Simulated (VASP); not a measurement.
Input of a VASP 6.6.1 run:

Contents of POSCAR:

```
TiNi
1.0
    2.9880661300      0.0000000000      0.0000000000
    0.0000000000      2.9880661300      0.0000000000
    0.0000000000      0.0000000000      2.9880661300
Ti Ni
1 1
Direct
    0.5000000000      0.5000000000      0.5000000000
    0.0000000000      0.0000000000      0.0000000000
```

Contents of INCAR.step1:

```
SYSTEM = TiNi
  ALGO = Normal
  EDIFF = 1E-4
  ENCUT = 600
  GGA = PE
  ISMEAR = 0
  ISPIN = 2
  LASPH = .True.
  LCHARG = .False.
  LMAXMIX = 4
  LREAL = .False.
  LWAVE = .True.
  MAGMOM = 0.5 0.38
  NELM = 150
  PREC = Accurate
  SIGMA = 0.1
```

Contents of INCAR.step2:

```
SYSTEM = TiNi
  ALGO = Normal
  EDIFF = 1E-6
  EDIFFG = -0.005
  ENCUT = 600
  IBRION = 2
  ISIF = 3
  ISMEAR = 0
  ISPIN = 2
  ISTART = 1
  LASPH = .True.
  LCHARG = .False.
  LMAXMIX = 4
  LMIXTAU = .True.
  LORBIT = 11
  LREAL = .False.
  LWAVE = .False.
  MAGMOM = 0.5 0.38
  METAGGA = R2SCAN
  NELM = 150
  NSW = 100
  PREC = Accurate
  SIGMA = 0.1
```

File KPOINTS:

```
k-points
0
Gamma
  14 14 14
  0 0 0
```

Potentials or basis: VASP PAW PBE potentials, release 64 (Ti_sv, Ni).

Run with:

```bash
$ cat potpaw_PBE.64/Ti_sv/POTCAR potpaw_PBE.64/Ni/POTCAR > POTCAR
$ cp INCAR.step1 INCAR
$ mpirun -np 1 vasp_std > vasp.out
$ cp INCAR.step2 INCAR
$ mpirun -np 1 vasp_std > vasp.out
```

**Question.** What does it give for the band gap on the k mesh?

**Answer.** Zero (filled and empty bands overlap).

**Question.** Estimate the relaxed cell.

**Answer.** a = 2.991 Å, b = 2.991 Å, c = 2.991 Å, α = 90.00°, β = 90.00°, γ = 90.00°.

Final structure:
```yaml
crystal:
  lattice:
    - [2.99117, 0.00000, 0.00000]
    - [0.00000, 2.99117, 0.00000]
    - [0.00000, 0.00000, 2.99117]
  atoms:
    - { symbol: Ti, position: [0.50000, 0.50000, 0.50000] }
    - { symbol: Ni, position: [0.00000, 0.00000, 0.00000] }
```
